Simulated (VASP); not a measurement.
# Mo12H in VASP: relaxation of the atoms with PBE

Aim: the relaxation of the atoms of Mo12H with PBE.

Program: VASP 6.6.1. These are calculated values, not measurements. Logs are shortened: lines on timing, memory, paths and dates and some standing lists are left out, and cuts for length are marked.

### Step 1. The cell of the first run

The cell holds a slab with vacuum, 13 atoms: a = 5.474 Å, b = 5.474 Å, c = 19.808 Å, α = 90.00°, β = 90.00°, γ = 109.47°.

### Step 2. Relaxation of the atoms, PBE

File INCAR:

```
PREC = Accurate ; ENCUT = 450
EDIFF = 1E-7 ; ISMEAR = 0
SIGMA = 0.1 ; LREAL = F
LASPH = T ; NELM = 120
ALGO = Normal ; ISIF = 2
LWAVE = F ; LCHARG = F
LDIPOL = T ; IDIPOL = 3
DIPOL = 0.5 0.5 0.323 ; GGA = PE
IBRION = 2 ; NSW = 36
EDIFFG = -0.025 ; GGA_COMPAT = F
NELMIN = 4 ; NELMDL = -8
KPAR = 4
```

File KPOINTS:

```
Automatic mesh
0
Gamma
  5 5 1
```

File POSCAR:

```
Mo12H
1.0
    5.4740909337      0.0000000000      0.0000000000
   -1.8246969779      5.1610224267      0.0000000000
    0.0000000000      0.0000000000     19.8082441144
Mo H
12 1
Selective dynamics
Direct
    0.2500000000      0.2500000000      0.2019361220  F F F
    0.2500000000      0.7500000000      0.2019361220  F F F
    0.7500000000      0.2500000000      0.2019361220  F F F
    0.7500000000      0.7500000000      0.2019361220  F F F
    0.0000000000      0.0000000000      0.3106875863  F F F
    0.0000000000      0.5000000000      0.3106875863  F F F
    0.5000000000      0.0000000000      0.3106875863  F F F
    0.5000000000      0.5000000000      0.3106875863  F F F
    0.2500000000      0.2500000000      0.4194336493  F F F
    0.2500000000      0.7500000000      0.4194336493  F F F
    0.7500000000      0.2500000000      0.4194336493  F F F
    0.7500000000      0.7500000000      0.4194336493  F F F
    0.4166666667      0.5833333333      0.4694239563  F F T
```

Potentials or basis: VASP PAW PBE potentials, release 64 (Mo_sv, H).

The run is started by

```
$ cat potpaw_PBE.64/Mo_sv/POTCAR potpaw_PBE.64/H/POTCAR > POTCAR
$ mpirun -np 4 vasp_std > vasp.out
```

OUTCAR:

```text
PREC = Accurate
   ENCUT = 450
   EDIFF = 1E-7
   ISMEAR = 0
   LREAL = F
   LASPH = T
   NELM = 120
   ISIF = 2
   GGA = PE
   IBRION = 2
   NSW = 36
   EDIFFG = -0.025
   NELMIN = 4
   NELMDL = -8

 ion  position               nearest neighbor table
   1  0.250  0.250  0.202-   5 2.67   8 2.67   2 2.74   2 2.74   3 2.74   3 2.74   7 3.10   6 3.10
                             4 3.16   4 3.16
   2  0.250  0.750  0.202-   6 2.67   7 2.67   1 2.74   1 2.74   4 2.74   4 2.74   5 3.10   8 3.10
                             3 3.16   3 3.16
   3  0.750  0.250  0.202-   6 2.67   7 2.67   4 2.74   4 2.74   1 2.74   1 2.74   5 3.10   8 3.10
                             2 3.16   2 3.16
   4  0.750  0.750  0.202-   5 2.67   8 2.67   3 2.74   3 2.74   2 2.74   2 2.74   7 3.10   6 3.10
                             1 3.16   1 3.16
   5  0.000  0.000  0.311-   9 2.67  12 2.67   1 2.67   4 2.67   6 2.74   6 2.74   7 2.74   7 2.74
                            11 3.10  10 3.10   3 3.10   2 3.10   8 3.16   8 3.16
   6  0.000  0.500  0.311-  10 2.67  11 2.67   2 2.67   3 2.67   5 2.74   5 2.74   8 2.74   8 2.74
                             9 3.10  12 3.10   1 3.10   4 3.10   7 3.16   7 3.16
   7  0.500  0.000  0.311-  10 2.67  11 2.67   2 2.67   3 2.67   8 2.74   8 2.74   5 2.74   5 2.74
                             9 3.10  12 3.10   1 3.10   4 3.10   6 3.16   6 3.16
   8  0.500  0.500  0.311-   9 2.67  12 2.67   1 2.67   4 2.67   7 2.74   7 2.74   6 2.74   6 2.74
                            11 3.10  10 3.10   3 3.10   2 3.10   5 3.16   5 3.16
   9  0.250  0.250  0.419-  13 2.01   8 2.67   5 2.67  10 2.74  10 2.74  11 2.74  11 2.74   6 3.10
                             7 3.10  12 3.16  12 3.16
  10  0.250  0.750  0.419-  13 1.79   7 2.67   6 2.67   9 2.74   9 2.74  12 2.74  12 2.74   8 3.10
                             5 3.10  11 3.16  11 3.16
  11  0.750  0.250  0.419-   6 2.67   7 2.67  12 2.74  12 2.74   9 2.74   9 2.74   5 3.10   8 3.10
                            10 3.16  10 3.16
  12  0.750  0.750  0.419-  13 2.01   8 2.67   5 2.67  11 2.74  11 2.74  10 2.74  10 2.74   6 3.10
                             7 3.10   9 3.16   9 3.16
  13  0.417  0.583  0.469-  10 1.79   9 2.01  12 2.01

  LATTYP: Found a base centered orthorhombic cell.
 ALAT       =     6.3209357483
 B/A-ratio  =     1.4142135624
 C/A-ratio  =     3.1337518531

  Lattice vectors:

 A1 = (   5.4740909337,   0.0000000000,   0.0000000000)
 A2 = (  -1.8246969779,   5.1610224267,   0.0000000000)
 A3 = (   0.0000000000,   0.0000000000,  19.8082441144)

Analysis of symmetry for initial positions (statically):
=====================================================================
 Subroutine PRICEL returns:
 Original cell was already a primitive cell.

 Routine SETGRP: Setting up the symmetry group for a
 base centered orthorhombic supercell.

 Subroutine GETGRP returns: Found  2 space group operations
 (whereof  2 operations were pure point group operations)
 out of a pool of  8 trial point group operations.

The static configuration has the point symmetry C_1h.

Analysis of symmetry for dynamics (positions and initial velocities):
=====================================================================
 Subroutine PRICEL returns:
 Original cell was already a primitive cell.

 Routine SETGRP: Setting up the symmetry group for a
 base centered orthorhombic supercell.

 Subroutine GETGRP returns: Found  2 space group operations
 (whereof  2 operations were pure point group operations)
 out of a pool of  8 trial point group operations.

The dynamic configuration has the point symmetry C_1h.

Analysis of constrained symmetry for selective dynamics:
=====================================================================
 Subroutine PRICEL returns:
 Original cell was already a primitive cell.

 Routine SETGRP: Setting up the symmetry group for a
 base centered orthorhombic supercell.

 Subroutine GETGRP returns: Found  2 space group operations
 (whereof  2 operations were pure point group operations)
 out of a pool of  8 trial point group operations.

The constrained configuration has the point symmetry C_1h.

 Subroutine INISYM returns: Found  2 space group operations
 (whereof  2 operations are pure point group operations),
 and found     1 'primitive' translations

[... 77 lines left out ...]
  0.400000  0.200000  0.000000      4.000000
 -0.400000  0.200000  0.000000      4.000000
 -0.200000  0.200000  0.000000      2.000000
  0.400000  0.400000  0.000000      2.000000
 -0.400000  0.400000  0.000000      2.000000
   k-points           NKPTS =      9   k-points in BZ     NKDIM =      9   number of bands    NBANDS=    101
   number of dos      NEDOS =    301   number of ions     NIONS =     13
   total plane-waves  NPLWV = 224000
   dimension x,y,z NGX =    40 NGY =   40 NGZ =  140
   dimension x,y,z NGXF=    80 NGYF=   80 NGZF=  280
   ions per type =              12   1
   NGX,Y,Z   is equivalent  to a cutoff of  12.15, 12.15, 11.75 a.u.
   NGXF,Y,Z  is equivalent  to a cutoff of  24.30, 24.30, 23.50 a.u.
 SYSTEM =  unknown system
   PREC   = accura    normal or accurate (medium, high low for compatibility)
   ISTART =      0    job   : 0-new  1-cont  2-samecut
   ICHARG =      2    charge: 1-file 2-atom 10-const
   ISPIN  =      1    spin polarized calculation?
   LNONCOLLINEAR =      F non collinear calculations
   LSORBIT =      F    spin-orbit coupling
   LASPH  =      T    aspherical Exc in radial PAW
   ENCUT  =  450.0 eV  33.07 Ry    5.75 a.u.   9.47  9.47 34.26*2*pi/ulx,y,z
   NELM   =    120;   NELMIN=  4; NELMDL= -8     # of ELM steps
   EDIFF  = 0.1E-06   stopping-criterion for ELM
   LREAL  =      F    real-space projection
   EDIFFG = -.3E-01   stopping-criterion for IOM
   NSW    =     36    number of steps for IOM
   IBRION =      2    ionic relax: 0-MD 1-quasi-New 2-CG
   NFREE  =      1    steps in history (QN), initial steepest desc. (CG)
   ISIF   =      2    stress and relaxation
   ISYM   =      2    0-nonsym 1-usesym 2-fastsym
   POTIM  = 0.5000    time-step for ionic-motion
   TEBEG  =    0.0;   TEEND  =   0.0 temperature during run
   PSTRESS=    0.0 pullay stress
   NELECT =     169.0000    total number of electrons
   NUPDOWN=      -1.0000    fix difference up-down
   EMIN   =  10.00;   EMAX   =-10.00  energy-range for DOS
   EFERMI =   0.00;   METHOD = LEGACY
   ISMEAR =     0;   SIGMA  =   0.10  broadening in eV -4-tet -1-fermi 0-gaus
   EFERMI_NEDOS =   21; number of points for ismear=-14 and -15
   IALGO  =     38    algorithm
   IMIX   =      4    mixing-type and parameters
     AMIX     =   0.40;   BMIX     =  1.00
     AMIX_MAG =   1.60;   BMIX_MAG =  1.00
  volume/ion in A,a.u.               =      43.05       290.50
  Fermi-wavevector in a.u.,A,eV,Ry     =   1.098346  2.075573 16.413576  1.206364
  Thomas-Fermi vector in A             =   2.234722
   LORBIT       =      0    0 simple, 1 ext, 2 COOP (PROOUT), +10 PAW based schemes
   GGA     = PE    functional components
   LHFCALC =     F    Hartree Fock is set to
   AEXX    =    0.0000 exact exchange contribution
   IVDW    =     0    specifies the selected vdW correction
   LEPSILON=     F    determine dielectric tensor
   LRPA    =     F    only Hartree local field effects (RPA)
 conjugate gradient relaxation of ions
 non-spin polarized calculation
 Gauss-broadening in eV      SIGMA  =   0.10
  energy-cutoff  :      450.00
  volume of cell :      559.62
 maximum number of plane-waves:     12213
 NGX is ok and might be reduce to    40
   NGX = 19   NGY = 19   NGZ = 69

--------------------------------------- Ionic step        1  -------------------------------------------

 number of electron     168.9999970 magnetization

 Free energy of the ion-electron system (eV)
  ---------------------------------------------------
  ext. energy  EPLUGINS =         0.00000000
  ---------------------------------------------------
  free energy    TOTEN  =      -125.18788830 eV

  energy without entropy =     -125.13108079  energy(sigma->0) =     -125.15948455

------------------------ aborting loop because EDIFF is reached ----------------------------------------

  FORCE on cell =-STRESS in cart. coord.  units (eV):
  Direction    XX          YY          ZZ          XY          YZ          ZX
  --------------------------------------------------------------------------------------
  -------------------------------------------------------------------------------------
  Total       -9.1204478     -9.6971691      2.0279665     -0.8156071     -0.6301772      0.8912044
  in kB      -26.1115715    -27.7627076      5.8060079     -2.3350590     -1.8041785      2.5514918
  external PRESSURE =     -16.0227571 kB  Pullay stress =       0.0000000 kB
[... 75 lines left out ...]
  FREE ENERGIE OF THE ION-ELECTRON SYSTEM (eV)
  ---------------------------------------------------
  free  energy   TOTEN  =      -125.2046888191 eV

  energy  without entropy=     -125.1479619733  energy(sigma->0) =     -125.17632540

 dipolmoment           0.000000      0.000000     -0.007912 electrons x Angstroem

--------------------------------------- Ionic step        3  -------------------------------------------

 number of electron     168.9999971 magnetization

------------------------ aborting loop because EDIFF is reached ----------------------------------------
[... 42 lines left out ...]
--------------------------------------- Ionic step        4  -------------------------------------------

 number of electron     168.9999970 magnetization

 dipolmoment           0.000000      0.000000      0.005614 electrons x Angstroem

 Free energy of the ion-electron system (eV)
  ---------------------------------------------------
  ext. energy  EPLUGINS =         0.00000000
  ---------------------------------------------------
  free energy    TOTEN  =      -125.22939668 eV

  energy without entropy =     -125.17290089  energy(sigma->0) =     -125.20114879

 E-fermi :   1.2194     XC(G=0):  -5.5586

 val. band max:        1.2101061176   @ k =  -0.2000   0.2000   0.0000
 cond. band min:       1.2276012580   @ k =  -0.4000   0.2000   0.0000
 fundamental gap:      0.0174951404
 Fermi energy:         1.2193685388

 k-point     1 :       0.0000    0.0000    0.0000
  band No.  band energies     occupation
      1     -60.0206      2.00000
      2     -59.8403      2.00000
      3     -59.8375      2.00000
      4     -59.7774      2.00000
      5     -59.7601      2.00000
      6     -59.6973      2.00000
[... 880 lines left out ...]
     95       2.0606      0.00000
     96       2.1262      0.00000
 [bands above 96 left out]

------------------------ aborting loop because EDIFF is reached ----------------------------------------

 vacuum level on the upper side and lower side of the slab       (xc-potential included)        -0.118        -0.165

  FORCE on cell =-STRESS in cart. coord.  units (eV):
  Direction    XX          YY          ZZ          XY          YZ          ZX
  --------------------------------------------------------------------------------------
  -------------------------------------------------------------------------------------
  Total       -9.9279548    -10.2848447      1.3500606     -0.5047185     -0.4401351      0.6224443
  in kB      -28.4234402    -29.4452054      3.8651834     -1.4449942     -1.2600937      1.7820395
  external PRESSURE =     -18.0011540 kB  Pullay stress =       0.0000000 kB
[... 28 lines left out ...]
  FREE ENERGIE OF THE ION-ELECTRON SYSTEM (eV)
  ---------------------------------------------------
  free  energy   TOTEN  =      -125.2293966849 eV

  energy  without entropy=     -125.1729008878  energy(sigma->0) =     -125.20114879

 reached required accuracy - stopping structural energy minimisation

 vacuum level on the upper side and lower side of the slab         5.790         5.740
```

Run time: 17 min. Hardware: 4 MPI ranks of Intel Xeon Platinum 8488C (Sapphire Rapids), shared host; peak memory 0.72 GiB.

What came out:

```yaml
Free_energy: -125.2294 eV
Energy_gained_by_relaxing: 3.2 meV/atom
Ionic_steps: 4
Band_gap_on_the_k_mesh: zero (an odd number of electrons rules out a gap without spin polarisation)
```

Step by step:
```tsv
step	energy change (eV)	largest force on free atoms (eV/Å)	pressure (GPa)
1	0.0000	0.6275	-1.60
2	-0.0168	0.4828	-1.65
3	-0.0412	0.0568	-1.78
4	-0.0415	0.0015	-1.80
```

Final structure:
```
CELL_PARAMETERS angstrom
5.47409 0.00000 0.00000
-1.82470 5.16102 0.00000
0.00000 0.00000 19.80824
ATOMIC_POSITIONS crystal
Mo 0.25000 0.25000 0.20194
Mo 0.25000 0.75000 0.20194
Mo 0.75000 0.25000 0.20194
Mo 0.75000 0.75000 0.20194
Mo 0.00000 0.00000 0.31069
Mo 0.00000 0.50000 0.31069
Mo 0.50000 0.00000 0.31069
Mo 0.50000 0.50000 0.31069
Mo 0.25000 0.25000 0.41943
Mo 0.25000 0.75000 0.41943
Mo 0.75000 0.25000 0.41943
Mo 0.75000 0.75000 0.41943
H 0.41667 0.58333 0.47615
```
